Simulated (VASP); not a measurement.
**LiTaO2: single point with PBE**

LiTaO2:

```xyz
4
Lattice="1.9661 -3.7071 0.0000 1.9661 3.7071 0.0000 0.0000 0.0000 3.5847" Properties=species:S:1:pos:R:3 pbc="T T T"
Li    0.0000    0.0000    0.0000
Ta    1.9661    0.0000    0.0000
O     1.9661   -2.1855    0.0000
O     1.9661    2.1855    0.0000
```

```json
{
 "Program": "VASP 6.6.1",
 "Task": "single point",
 "Functional": "PBE",
 "Potentials or basis": "VASP PAW PBE potentials, release 64 (Li_sv, Ta_pv, O)",
 "Cutoff": "520 eV",
 "k mesh": "6 × 6 × 6",
 "Occupations": "gaussian, width 0.1 eV",
 "Spin": "collinear spin, ferromagnetic start",
 "Starting moments": "[0.0, 1.0, 0.0, 0.0] μB",
 "Dipole correction": "no",
 "Further INCAR settings": "ALGO = Normal; EDIFF = 1e-06; NBANDS = 25"
}
```

- Largest force: 0.259 eV/Å
- Band gap on the k mesh: zero (filled and empty bands overlap)
- Net moment: 0.00 μB per cell
- Valence electrons inside the program's atomic spheres: Li 2.53; Ta 8.57; O 4.96

Forces in eV/Å, atoms in the order of the input:
```
Li   0.000  0.000  0.000
Ta   0.000  0.000  0.000
O    0.000  0.259  0.000
O    0.000 -0.259  0.000
```

Levels at points of the mesh, in eV from the Fermi level:
Spin up:
| k point | band 11 | band 12 | band 13 | band 14 | band 15 | band 16 |
| --- | --- | --- | --- | --- | --- | --- |
| (0.00, 0.00, 0.00) | -2.53 | -1.56 | -0.18 | 0.80 | 1.37 | 2.04 |
| (0.50, 0.00, 0.00) | -2.59 | -1.79 | -1.76 | 0.25 | 0.41 | 2.21 |
| (0.50, 0.50, 0.00) | -2.04 | -1.88 | -1.52 | 0.69 | 1.11 | 2.67 |
| (0.00, 0.00, 0.50) | -1.94 | -0.25 | -0.07 | 0.27 | 2.16 | 2.72 |
| (0.50, 0.00, 0.50) | -3.36 | -1.64 | -0.89 | 0.34 | 1.49 | 2.61 |
| (0.50, 0.50, 0.50) | -2.62 | -1.45 | -0.46 | 1.39 | 1.66 | 2.02 |
Spin down:
```
           k point  band 10  band 11  band 12  band 13  band 14  band 15  band 16  band 17
(0.00, 0.00, 0.00)    -3.83    -2.53    -1.56    -0.18     0.80     1.37     2.04     3.46
(0.50, 0.00, 0.00)    -3.60    -2.59    -1.79    -1.76     0.25     0.41     2.21     3.01
(0.50, 0.50, 0.00)    -3.99    -2.04    -1.88    -1.52     0.69     1.11     2.67     2.92
(0.00, 0.00, 0.50)    -4.49    -1.94    -0.25    -0.07     0.27     2.16     2.72     3.29
(0.50, 0.00, 0.50)    -3.80    -3.36    -1.64    -0.89     0.34     1.49     2.61     3.27
(0.50, 0.50, 0.50)    -3.94    -2.62    -1.45    -0.46     1.39     1.66     2.02     2.76
```

Run time: 98 s on 1 thread of Intel Xeon 6975P-C, with other jobs on the host, peak memory 0.26 GiB.

Caveat: spin-orbit coupling is left out, which moves the levels of the heavy elements.
